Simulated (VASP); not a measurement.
# MgB2 (P6/mmm) in VASP: further runs, part 2 of 3

VASP 6.6.1. The steps go on from the part before.

**3. Single point, r2SCAN**

Input file POSCAR:

```
MgB2
1.0
    3.0364562238      0.0000000000      0.0000000000
   -1.5182281119      2.6296482273      0.0000000000
    0.0000000000      0.0000000000      3.4519174224
Mg B
1 2
Direct
    0.0000000000      0.0000000000      0.0000000000
    0.3333333333      0.6666666667      0.5000000000
    0.6666666667      0.3333333333      0.5000000000
```

Input file INCAR.step1:

```
  ALGO = Normal
  EDIFF = 1E-5
  ENCUT = 750
  GGA = PE
  GGA_COMPAT = False
  ISMEAR = -1
  LASPH = True
  LCHARG = False
  LREAL = False
  LWAVE = True
  NBANDS = 15
  NELM = 120
  PREC = Accurate
  SIGMA = 0.1
```

Input file INCAR.step2:

```
  ALGO = Normal
  EDIFF = 1E-6
  ENCUT = 750
  GGA_COMPAT = False
  ISIF = 2
  ISMEAR = -1
  ISTART = 1
  LASPH = True
  LCHARG = False
  LMIXTAU = True
  LREAL = False
  LWAVE = False
  METAGGA = R2SCAN
  NBANDS = 15
  NELM = 120
  PREC = Accurate
  SIGMA = 0.1
```

Input file KPOINTS:

```
k-points
0
Gamma
  15 15 12
```

Potentials or basis: VASP PAW PBE potentials, release 64 (Mg_sv, B).

On the command line:

```bash
$ cat potpaw_PBE.64/Mg_sv/POTCAR potpaw_PBE.64/B/POTCAR > POTCAR
$ cp INCAR.step1 INCAR
$ mpirun -np 1 vasp_std > vasp.out
$ cp INCAR.step2 INCAR
$ mpirun -np 1 vasp_std > vasp.out
```

OUTCAR:

```text
EDIFF = 1E-6
   ENCUT = 750
   ISIF = 2
   ISMEAR = -1
   ISTART = 1
   LASPH = True
   LREAL = False
   METAGGA = R2SCAN
   NELM = 120
   PREC = Accurate

 ion  position               nearest neighbor table
   1  0.000  0.000  0.000-
   2  0.333  0.667  0.500-   3 1.75   3 1.75   3 1.75
   3  0.667  0.333  0.500-   2 1.75   2 1.75   2 1.75

  LATTYP: Found a hexagonal cell.
 ALAT       =     3.0364562238
 C/A-ratio  =     1.1368243663

  Lattice vectors:

 A1 = (   3.0364562238,   0.0000000000,   0.0000000000)
 A2 = (  -1.5182281119,   2.6296482273,   0.0000000000)
 A3 = (   0.0000000000,   0.0000000000,   3.4519174224)

Analysis of symmetry for initial positions (statically):
=====================================================================
 Subroutine PRICEL returns:
 Original cell was already a primitive cell.

 Routine SETGRP: Setting up the symmetry group for a
 hexagonal supercell.

 Subroutine GETGRP returns: Found 24 space group operations
 (whereof 24 operations were pure point group operations)
 out of a pool of 24 trial point group operations.

The static configuration has the point symmetry D_6h.

Analysis of symmetry for dynamics (positions and initial velocities):
=====================================================================
 Subroutine PRICEL returns:
 Original cell was already a primitive cell.

 Routine SETGRP: Setting up the symmetry group for a
 hexagonal supercell.

 Subroutine GETGRP returns: Found 24 space group operations
 (whereof 24 operations were pure point group operations)
 out of a pool of 24 trial point group operations.

The dynamic configuration has the point symmetry D_6h.

 Subroutine INISYM returns: Found 24 space group operations
 (whereof 24 operations are pure point group operations),
 and found     1 'primitive' translations

----------------------------------------------------------------------------------------

                                     Primitive cell

  volume of cell :      27.5629

  direct lattice vectors                    reciprocal lattice vectors
     3.036456224  0.000000000  0.000000000     0.329331275  0.190139500  0.000000000
    -1.518228112  2.629648227  0.000000000     0.000000000  0.380279001  0.000000000
     0.000000000  0.000000000  3.451917422     0.000000000  0.000000000  0.289694068

  length of vectors
     3.036456224  3.036456224  3.451917422     0.380279001  0.380279001  0.289694068

  position of ions in fractional coordinates (direct lattice)
     0.000000000  0.000000000  0.000000000
     0.333333333  0.666666667  0.500000000
     0.666666667  0.333333333  0.500000000

  ion indices of the primitive-cell ions
   primitive index   ion index
                 1           1
                 2           2
                 3           3

----------------------------------------------------------------------------------------

 KPOINTS: k-points

Automatic generation of k-mesh.
 Grid dimensions read from file:
 generate k-points for:   15   15   12

 Generating k-lattice:

[... 42 lines left out ...]
 [... further k-points ...]
   k-points           NKPTS =    189   k-points in BZ     NKDIM =    189   number of bands    NBANDS=     15
   number of dos      NEDOS =    301   number of ions     NIONS =      3
   total plane-waves  NPLWV =  25088
   dimension x,y,z NGX =    28 NGY =   28 NGZ =   32
   dimension x,y,z NGXF=    56 NGYF=   56 NGZF=   64
   ions per type =               1   2
   NGX,Y,Z   is equivalent  to a cutoff of  15.33, 15.33, 15.41 a.u.
   NGXF,Y,Z  is equivalent  to a cutoff of  30.66, 30.66, 30.82 a.u.
 SYSTEM =  unknown system
   PREC   = accura    normal or accurate (medium, high low for compatibility)
   ISTART =      1    job   : 0-new  1-cont  2-samecut
   ICHARG =      0    charge: 1-file 2-atom 10-const
   ISPIN  =      1    spin polarized calculation?
   LNONCOLLINEAR =      F non collinear calculations
   LSORBIT =      F    spin-orbit coupling
   LASPH  =      T    aspherical Exc in radial PAW
   ENCUT  =  750.0 eV  55.12 Ry    7.42 a.u.   6.78  6.78  7.71*2*pi/ulx,y,z
   NELM   =    120;   NELMIN=  2; NELMDL=  0     # of ELM steps
   EDIFF  = 0.1E-05   stopping-criterion for ELM
   LREAL  =      F    real-space projection
   EDIFFG = 0.1E-04   stopping-criterion for IOM
   NSW    =      0    number of steps for IOM
   IBRION =     -1    ionic relax: 0-MD 1-quasi-New 2-CG
   NFREE  =      0    steps in history (QN), initial steepest desc. (CG)
   ISIF   =      2    stress and relaxation
   ISYM   =      2    0-nonsym 1-usesym 2-fastsym
   POTIM  = 0.5000    time-step for ionic-motion
   TEBEG  =    0.0;   TEEND  =   0.0 temperature during run
   PSTRESS=    0.0 pullay stress
   NELECT =      16.0000    total number of electrons
   NUPDOWN=      -1.0000    fix difference up-down
   EMIN   =  10.00;   EMAX   =-10.00  energy-range for DOS
   EFERMI =   0.00;   METHOD = LEGACY
   ISMEAR =    -1;   SIGMA  =   0.10  broadening in eV -4-tet -1-fermi 0-gaus
   EFERMI_NEDOS =   21; number of points for ismear=-14 and -15
   IALGO  =     38    algorithm
   IMIX   =      4    mixing-type and parameters
     AMIX     =   0.40;   BMIX     =  1.00
     AMIX_MAG =   1.60;   BMIX_MAG =  1.00
  volume/ion in A,a.u.               =       9.19        62.00
  Fermi-wavevector in a.u.,A,eV,Ry     =   1.365651  2.580707 25.374910  1.865003
  Thomas-Fermi vector in A             =   2.491861
   LORBIT       =      0    0 simple, 1 ext, 2 COOP (PROOUT), +10 PAW based schemes
   METAGGA = R2SCAN    functional components
   LHFCALC =     F    Hartree Fock is set to
   AEXX    =    0.0000 exact exchange contribution
   IVDW    =     0    specifies the selected vdW correction
   LEPSILON=     F    determine dielectric tensor
   LRPA    =     F    only Hartree local field effects (RPA)
 non-spin polarized calculation
  energy-cutoff  :      750.00
  volume of cell :       27.56
 maximum number of plane-waves:      1308
 NGX is ok and might be reduce to    28
   NGX = 13   NGY = 13   NGZ = 15

 number of electron      15.9999995 magnetization

 Free energy of the ion-electron system (eV)
  ---------------------------------------------------
  ext. energy  EPLUGINS =         0.00000000
  ---------------------------------------------------
  free energy    TOTEN  =       -19.41265251 eV

  energy without entropy =      -19.39180723  energy(sigma->0) =      -19.40222987

 E-fermi :   5.4650     XC(G=0): -12.0505

 val. band max:        5.4476345029   @ k =   0.2667   0.2667   0.0833
 cond. band min:       5.4650596355   @ k =   0.4000   0.0000   0.5000
 fundamental gap:      0.0174251326
 Fermi energy:         5.4649555169

 k-point     1 :       0.0000    0.0000    0.0000
  band No.  band energies     occupation
      1     -72.6502      2.00000
      2     -37.7611      2.00000
      3     -37.7611      2.00000
      4     -37.7497      2.00000
      5      -8.0710      2.00000
      6       2.2835      2.00000
      7       5.8583      0.03838
      8       5.8583      0.03838
      9       7.6689      0.00000
     10      12.2696      0.00000
     11      12.2696      0.00000
     12      14.4393      0.00000
     13      16.7017      0.00000
     14      19.8862      0.00000
[... 401 lines left out ...]
      2     -37.8026      2.00000
      3     -37.7825      2.00000
      4     -37.7415      2.00000
      5      -3.3836      2.00000
      6      -2.5843      2.00000
      7       0.6489      2.00000
      8       6.3076      0.00044
      9       8.4841      0.00000
     10      11.8963      0.00000
     11      12.0172      0.00000
     12      14.9621      0.00000
     13      16.1186      0.00000
     14      18.9263      0.00000
     15      20.6778      0.00000

 [... further k-points ...]

------------------------ aborting loop because EDIFF is reached ----------------------------------------

  FORCE on cell =-STRESS in cart. coord.  units (eV):
  Direction    XX          YY          ZZ          XY          YZ          ZX
  --------------------------------------------------------------------------------------
  -------------------------------------------------------------------------------------
  Total        1.0320278      1.0320278      1.0365597      0.0000000      0.0000000     -0.0000000
  in kB       59.9897272     59.9897272     60.2531608      0.0000000      0.0000000     -0.0000000
  external PRESSURE =      60.0775384 kB  Pullay stress =       0.0000000 kB

 VOLUME and BASIS-vectors are now :
 -----------------------------------------------------------------------------
  energy-cutoff  :      750.00
  volume of cell :       27.56
      direct lattice vectors                 reciprocal lattice vectors
     3.036456224  0.000000000  0.000000000     0.329331275  0.190139500  0.000000000
    -1.518228112  2.629648227  0.000000000     0.000000000  0.380279001  0.000000000
     0.000000000  0.000000000  3.451917422     0.000000000  0.000000000  0.289694068

 POSITION                                       TOTAL-FORCE (eV/Angst)
 -----------------------------------------------------------------------------------
      0.00000      0.00000      0.00000         0.000000      0.000000     -0.000000
     -0.00000      1.75310      1.72596         0.000000      0.000000      0.000000
      1.51823      0.87655      1.72596        -0.000000      0.000000     -0.000000
 -----------------------------------------------------------------------------------
    total drift:                               -0.000000      0.000000      0.000000

  FREE ENERGIE OF THE ION-ELECTRON SYSTEM (eV)
  ---------------------------------------------------
  free  energy   TOTEN  =       -19.4126525080 eV

  energy  without entropy=      -19.3918072274  energy(sigma->0) =      -19.40222987
```

Run time: 7.5 min. Hardware: 1 thread of AMD EPYC 7R43 (Zen 3), shared host; peak memory 0.23 GiB.

What came out:

- Free energy: -19.4127 eV
- Pressure: 6.0 GPa
- Band gap on the k mesh: zero (bands 8 and 9 overlap by 4.14 eV)

Caveat: the cell stands under pressure; the PAW data sets were made with another functional, which shifts forces and pressure a little.

**4. Single point, r2SCAN**

This run uses another cell than the first one, of 9.55 Å³/atom.

Input file POSCAR:

```
MgB2
1.0
    3.0686969421      0.0000000000      0.0000000000
   -1.5343484710      2.6575695083      0.0000000000
    0.0000000000      0.0000000000      3.5129910970
Mg B
1 2
Direct
    0.0000000000      0.0000000000      0.0000000000
    0.3333333333      0.6666666667      0.5000000000
    0.6666666667      0.3333333333      0.5000000000
```

Input file INCAR.step1:

```
ALGO = Normal ; EDIFF = 1E-5
ENCUT = 750 ; GGA = PE
GGA_COMPAT = False ; ISMEAR = -1
LASPH = True ; LCHARG = False
LREAL = False ; LWAVE = True
NBANDS = 15 ; NELM = 120
PREC = Accurate ; SIGMA = 0.15
```

Input file INCAR.step2:

```
ALGO = Normal ; EDIFF = 1E-6
ENCUT = 750 ; GGA_COMPAT = False
ISIF = 2 ; ISMEAR = -1
ISTART = 1 ; LASPH = True
LCHARG = False ; LMIXTAU = True
LREAL = False ; LWAVE = False
METAGGA = R2SCAN ; NBANDS = 15
NELM = 120 ; PREC = Accurate
SIGMA = 0.15
```

KPOINTS is that of step 3.

Potentials or basis: VASP PAW PBE potentials, release 64 (Mg_sv, B).

On the command line:

```bash
$ cat potpaw_PBE.64/Mg_sv/POTCAR potpaw_PBE.64/B/POTCAR > POTCAR
$ cp INCAR.step1 INCAR
$ mpirun -np 1 vasp_std > vasp.out
$ cp INCAR.step2 INCAR
$ mpirun -np 1 vasp_std > vasp.out
```

OUTCAR:

```text
EDIFF = 1E-6
   ENCUT = 750
   ISIF = 2
   ISMEAR = -1
   ISTART = 1
   LASPH = True
   LREAL = False
   METAGGA = R2SCAN
   NELM = 120
   PREC = Accurate

 ion  position               nearest neighbor table
   1  0.000  0.000  0.000-
   2  0.333  0.667  0.500-   3 1.77   3 1.77   3 1.77
   3  0.667  0.333  0.500-   2 1.77   2 1.77   2 1.77

  LATTYP: Found a hexagonal cell.
 ALAT       =     3.0686969421
 C/A-ratio  =     1.1447826759

  Lattice vectors:

 A1 = (   3.0686969421,   0.0000000000,   0.0000000000)
 A2 = (  -1.5343484710,   2.6575695083,   0.0000000000)
 A3 = (   0.0000000000,   0.0000000000,   3.5129910970)

Analysis of symmetry for initial positions (statically):
=====================================================================
 Subroutine PRICEL returns:
 Original cell was already a primitive cell.

 Routine SETGRP: Setting up the symmetry group for a
 hexagonal supercell.

 Subroutine GETGRP returns: Found 24 space group operations
 (whereof 24 operations were pure point group operations)
 out of a pool of 24 trial point group operations.

The static configuration has the point symmetry D_6h.

Analysis of symmetry for dynamics (positions and initial velocities):
=====================================================================
 Subroutine PRICEL returns:
 Original cell was already a primitive cell.

 Routine SETGRP: Setting up the symmetry group for a
 hexagonal supercell.

 Subroutine GETGRP returns: Found 24 space group operations
 (whereof 24 operations were pure point group operations)
 out of a pool of 24 trial point group operations.

The dynamic configuration has the point symmetry D_6h.

 Subroutine INISYM returns: Found 24 space group operations
 (whereof 24 operations are pure point group operations),
 and found     1 'primitive' translations

----------------------------------------------------------------------------------------

[... 124 lines left out ...]
   LRPA    =     F    only Hartree local field effects (RPA)
 non-spin polarized calculation
  energy-cutoff  :      750.00
  volume of cell :       28.65
 maximum number of plane-waves:      1354
 NGX is ok and might be reduce to    28
   NGX = 13   NGY = 13   NGZ = 15

 number of electron      16.0000016 magnetization

 Free energy of the ion-electron system (eV)
  ---------------------------------------------------
  ext. energy  EPLUGINS =         0.00000000
  ---------------------------------------------------
  free energy    TOTEN  =       -19.44863435 eV

  energy without entropy =      -19.40234713  energy(sigma->0) =      -19.42549074

 E-fermi :   5.2052     XC(G=0): -11.8729

 val. band max:        5.1891949928   @ k =   0.0667   0.0000   0.0833
 cond. band min:       5.2232134744   @ k =   0.4000   0.0000   0.5000
 fundamental gap:      0.0340184816
 Fermi energy:         5.2051662688

 k-point     1 :       0.0000    0.0000    0.0000
  band No.  band energies     occupation
      1     -73.0380      2.00000
      2     -38.1503      2.00000
      3     -38.1503      2.00000
      4     -38.1343      2.00000
      5      -8.0987      2.00000
      6       2.0222      2.00000
      7       5.6017      0.13279
      8       5.6017      0.13279
      9       7.1840      0.00000
     10      11.9062      0.00000
     11      11.9062      0.00000
     12      13.8577      0.00000
     13      16.1238      0.00000
     14      19.2489      0.00000
[... 401 lines left out ...]
      2     -38.1870      2.00000
      3     -38.1694      2.00000
      4     -38.1271      2.00000
      5      -3.5174      2.00000
      6      -2.6908      2.00000
      7       0.5031      2.00000
      8       5.9970      0.01014
      9       8.1133      0.00000
     10      11.3514      0.00000
     11      11.6122      0.00000
     12      14.2632      0.00000
     13      15.5045      0.00000
     14      18.1690      0.00000
     15      19.9917      0.00000

 [... further k-points ...]

------------------------ aborting loop because EDIFF is reached ----------------------------------------

  FORCE on cell =-STRESS in cart. coord.  units (eV):
  Direction    XX          YY          ZZ          XY          YZ          ZX
  --------------------------------------------------------------------------------------
  -------------------------------------------------------------------------------------
  Total       -0.0309806     -0.0309806     -0.0111097     -0.0000000      0.0000000      0.0000000
  in kB       -1.7325481     -1.7325481     -0.6212951     -0.0000000      0.0000000      0.0000000
  external PRESSURE =      -1.3621304 kB  Pullay stress =       0.0000000 kB

 VOLUME and BASIS-vectors are now :
 -----------------------------------------------------------------------------
  energy-cutoff  :      750.00
  volume of cell :       28.65
      direct lattice vectors                 reciprocal lattice vectors
     3.068696942  0.000000000  0.000000000     0.325871215  0.188141834  0.000000000
    -1.534348471  2.657569508  0.000000000     0.000000000  0.376283667  0.000000000
     0.000000000  0.000000000  3.512991097     0.000000000  0.000000000  0.284657710

 POSITION                                       TOTAL-FORCE (eV/Angst)
 -----------------------------------------------------------------------------------
      0.00000      0.00000      0.00000         0.000000      0.000000      0.000000
     -0.00000      1.77171      1.75650        -0.000000      0.000000     -0.000000
      1.53435      0.88586      1.75650         0.000000     -0.000000      0.000000
 -----------------------------------------------------------------------------------
    total drift:                               -0.000000      0.000000      0.000000

  FREE ENERGIE OF THE ION-ELECTRON SYSTEM (eV)
  ---------------------------------------------------
  free  energy   TOTEN  =       -19.4486343523 eV

  energy  without entropy=      -19.4023471323  energy(sigma->0) =      -19.42549074
```

OSZICAR.step1:

```text
N       E                     dE             d eps       ncg     rms          rms(c)
DAV:   1     0.115487715969E+03    0.11549E+03   -0.11507E+04  5670   0.150E+03
DAV:   2    -0.128829886496E+02   -0.12837E+03   -0.12285E+03  7000   0.360E+02
DAV:   3    -0.170334773545E+02   -0.41505E+01   -0.41148E+01  8348   0.618E+01
DAV:   4    -0.170960115375E+02   -0.62534E-01   -0.62523E-01  6329   0.691E+00
DAV:   5    -0.170972480384E+02   -0.12365E-02   -0.12365E-02  7999   0.809E-01    0.697E+00
DAV:   6    -0.156054352222E+02    0.14918E+01   -0.89860E-01  6986   0.715E+00    0.322E+00
DAV:   7    -0.153446679688E+02    0.26077E+00   -0.51826E-01  7364   0.459E+00    0.796E-01
DAV:   8    -0.153465150453E+02   -0.18471E-02   -0.68390E-02  6608   0.241E+00    0.401E-01
DAV:   9    -0.153397829589E+02    0.67321E-02   -0.70156E-03  6622   0.703E-01    0.578E-02
DAV:  10    -0.153397581172E+02    0.24842E-04   -0.85798E-04  7518   0.247E-01    0.339E-02
DAV:  11    -0.153397769835E+02   -0.18866E-04   -0.37243E-05  6671   0.501E-02    0.150E-02
DAV:  12    -0.153397659333E+02    0.11050E-04   -0.20733E-05  6825   0.321E-02    0.412E-03
DAV:  13    -0.153397658175E+02    0.11575E-06   -0.76477E-07  3115   0.752E-03
   1 F= -.15339766E+02 E0= -.15314919E+02  d E =-.496936E-01
```

Run time: 6 min. Hardware: 1 thread of Intel Xeon Platinum 8259CL at 2.50GHz (Skylake/Cascade Lake), shared host; peak memory 0.26 GiB.

What came out:

* Free energy: -19.4486 eV
* Pressure: -0.1 GPa
* Band gap on the k mesh: zero (bands 8 and 9 overlap by 3.99 eV)

Caveat: the PAW data sets were made with another functional, which shifts forces and pressure a little.

[end of part 2 of 3]
